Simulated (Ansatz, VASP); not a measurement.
## Two plane-wave programs on Ni

The input POSCAR:

```
Ni
1.0
    0.0000000000      1.7047240000      1.7047240000
    1.7047240000      0.0000000000      1.7047240000
    1.7047240000      1.7047240000      0.0000000000
Ni
1
Direct
    0.0000000000      0.0000000000      0.0000000000
```

File INCAR.step1:

```
ALGO = Normal
EDIFF = 1E-4
ENCUT = 600
GGA = PE
ISMEAR = 1
LASPH = T
LCHARG = F
LREAL = F
LWAVE = T
NELM = 60
PREC = Accurate
SIGMA = 0.0173
```

Contents of INCAR.step2:

```
ALGO = Normal
EDIFF = 1E-6
EDIFFG = -0.01
ENCUT = 600
IBRION = 2
ISIF = 3
ISMEAR = 1
ISTART = 1
LASPH = T
LCHARG = F
LMIXTAU = T
LREAL = F
LWAVE = F
METAGGA = R2SCAN
NELM = 60
NSW = 60
PREC = Accurate
SIGMA = 0.0173
```

Contents of KPOINTS:

```
k-points
0
Gamma
  9 9 9
```

Input for Ansatz:

```yaml
crystal:
  lattice:
    - [0.0, 1.704724, 1.704724]
    - [1.704724, 0.0, 1.704724]
    - [1.704724, 1.704724, 0.0]
  atoms:
    - { symbol: Ni, position: [0.0, 0.0, 0.0] }
  symmetry: { tolerance: 0.0003 }
kpoints:
  mp_grid: { grid: [9, 9, 9], shift: [0, 0, 0] }
magnetization:
  spin_polarized: false
scf:
  occupations: { method: cold, width: 0.0173 }
hamiltonian:
  pseudopotentials: { kind: paw }
  xc: r2scan
basis:
  ecutwfc: 500
  ecutrho_ratio: 6
output:
  forces: true
  stress: true
  eigenvalues: true
  write_density: true
  write_potential: true
  elf: true
  volumetric_format: npy
relax:
  max_steps: 40
  cell: {}
```

Alike in both runs: task relaxation of cell and atoms; functional r2SCAN; k mesh 9 × 9 × 9; no spin polarisation.

|  | VASP | Ansatz |
| --- | --- | --- |
| version | VASP 6.6.1 | Ansatz 0.2.0 |
| potentials or method | VASP PAW PBE potentials, release 64 (Ni), cutoff 600 eV | PAW plane waves |
| occupations | methfessel-paxton of order 1, width 0.0173 eV | cold, width 0.0173 eV |
| valence electrons in the cell | 10 | 18 |

|  | VASP | Ansatz | Ansatz less VASP |
| --- | --- | --- | --- |
| gap on the k mesh at the Fermi level, each at its own relaxed structure (eV) | none | none | - |
| relaxed volume (Å³/atom) | 10.38 | 10.36 | -0.018 |
| relaxed cell length with the largest relative difference (Å) | 2.448 | 2.447 | -0.0014 |

VASP's potentials were made for PBE, not for r2SCAN. A gap of «none» marks a metal or a gap that the smearing closes. VASP's potentials hold 10 valence electrons a cell and Ansatz's 18, so a difference there can come from the potentials and not from the codes.
